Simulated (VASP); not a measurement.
Ir, 1 atom in the cell. The structure is cubic, space group Fm-3m (No. 225). Conventional cell: a = 3.805 Å, b = 3.805 Å, c = 3.805 Å, α = 90.00°, β = 90.00°, γ = 90.00°. Ir (site symmetry m-3m) has 12 Ir at 2.69 Å within 3.5 Å. 

* Program: VASP 6.6.1
* Task: single point
* Functional: r2SCAN
* Potentials or basis: VASP PAW PBE potentials, release 64 (Ir_sv_GW)
* Cutoff: 550 eV
* k mesh: 12 × 12 × 12
* Occupations: fermi-dirac, width 0.05 eV
* Spin: no spin polarisation
* Dipole correction: no
* Second run: valence_matched
* Further INCAR settings: ALGO = Normal; EDIFF = 1e-06; NBANDS = 14

Potentials or basis: VASP PAW PBE potentials, release 64 (Ir_sv_GW).

Launch:

```console
$ cat potpaw_PBE.64/Ir_sv_GW/POTCAR > POTCAR
$ cp INCAR.step1 INCAR
$ mpirun -np 1 vasp_std > vasp.out
$ cp INCAR.step2 INCAR
$ mpirun -np 1 vasp_std > vasp.out
```

Hardware: 1 thread of Intel(R) Xeon(R) Platinum 8375C CPU @ 2.90GHz (Ice Lake) (shared host).

Task: Estimate the wall time of this run.

Result: It took 41 s on 1 thread of Intel(R) Xeon(R) Platinum 8375C CPU @ 2.90GHz (Ice Lake) (shared host), peak memory 0.16 GiB. Counts: k points 72.
